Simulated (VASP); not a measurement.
Set up this calculation in VASP 6.6.1, as the native input.

| Quantity | Value |
| --- | --- |
| Task | relaxation of cell and atoms |
| Functional | PBE |
| Potentials or basis | VASP PAW PBE potentials, release 64 (Ga_d, Ge_d, Se) |
| Cutoff | 600 eV |
| k mesh | 4 × 4 × 2 |
| Occupations | gaussian, width 0.1 eV |
| Spin | no spin polarisation |
| Dipole correction | no |
| Further INCAR settings | ALGO = Normal; EDIFF = 1e-06; IBRION = 2; EDIFFG = -0.04; NSW = 90; ISIF = 3 |

The structure of Ga2GeSe3 lies in POSCAR:

```
Ga2GeSe3
1.0
    3.8980385900      0.0000000000      0.0000000000
    0.0000000000      3.8980385900      0.0000000000
    0.0000000000      0.0000000000      8.4696726200
Ga Ge Se
2 1 3
Direct
    0.5000000000      0.0000000000      0.2626059900
    0.0000000000      0.5000000000      0.7373940100
    0.0000000000      0.0000000000      0.0000000000
    0.5000000000      0.0000000000      0.6250519800
    0.0000000000      0.5000000000      0.3749480200
    0.5000000000      0.5000000000      0.0000000000
```

The cell was built from a structure type or drawn by symmetry, and may not be a known phase.

These files were run (other wordings do the same):

INCAR

```
PREC = Accurate
ENCUT = 600
EDIFF = 1E-6
ISMEAR = 0
SIGMA = 0.1
LREAL = False
LASPH = True
NELM = 100
ALGO = Normal
ISIF = 3
LWAVE = False
LCHARG = False
GGA = PE
IBRION = 2
NSW = 90
EDIFFG = -0.04
```

KPOINTS

```
regular mesh
0
Gamma
  4 4 2
```

Potentials or basis: VASP PAW PBE potentials, release 64 (Ga_d, Ge_d, Se).

Run with:

```sh
$ cat potpaw_PBE.64/Ga_d/POTCAR potpaw_PBE.64/Ge_d/POTCAR potpaw_PBE.64/Se/POTCAR > POTCAR
$ mpirun -np 1 vasp_std > vasp.out
```

It gave:

The relaxed volume is 24.83 Å³/atom and the relaxed cell is a = 3.804 Å, b = 3.804 Å, c = 10.297 Å, α = 90.00°, β = 90.00°, γ = 90.00°. The space group after relaxing (to 0.1 Å) is P-4m2 (No. 115). The energy gained by relaxing is 250.2 meV/atom and the ionic steps are 33. The pressure after relaxing is -0.1 GPa and the largest force after relaxing is 0.020 eV/Å. The band gap on the k mesh is zero (bands 29 and 30 overlap by 2.06 eV).

Caveat: the k points lie up to 0.41 Å⁻¹ apart in the final cell, too coarse for converged energies and pressures of a metal; the volume moved by over 15 % at a fixed basis, so the end points are rough.

It took 34 min on 1 thread of Intel Xeon 8259CL, with other jobs on the host, peak memory 0.3 GiB.
